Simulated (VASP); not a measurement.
A run of VASP 6.6.1:

The input INCAR:

```
PREC = Accurate
ENCUT = 520
EDIFF = 1E-6
ISMEAR = 0
SIGMA = 0.15
LREAL = F
LASPH = T
NELM = 150
ALGO = Normal
ISIF = 2
LWAVE = F
LCHARG = F
ISPIN = 2
MAGMOM = 0 0.3 0.3 0.3
LORBIT = 11
LMAXMIX = 4
GGA = PS
NBANDS = 32
```

File KPOINTS:

```
Automatic mesh
0
Gamma
  14 14 14
```

POSCAR

```
TiCo3
1.0
    3.3518379425      0.0000000000      0.0000000000
    0.0000000000      3.3518379425      0.0000000000
    0.0000000000      0.0000000000      3.5282504658
Ti Co
1 3
Direct
    0.0000000000      0.0000000000      0.0000000000
    0.0000000000      0.5000000000      0.5000000000
    0.5000000000      0.0000000000      0.5000000000
    0.5000000000      0.5000000000      0.0000000000
```

Potentials or basis: VASP PAW PBE potentials, release 64 (Ti_sv, Co).

Run with:

```console
$ cat potpaw_PBE.64/Ti_sv/POTCAR potpaw_PBE.64/Co/POTCAR > POTCAR
$ mpirun -np 1 vasp_std > vasp.out
```

Hardware: 1 thread of Intel Xeon 6975P-C, with other jobs on the host.

Estimate the wall time of this run.

Run time: 16 min on 1 thread of Intel Xeon 6975P-C, on a shared host, peak memory 0.59 GiB. Counts: scf iterations 23, k points 288.
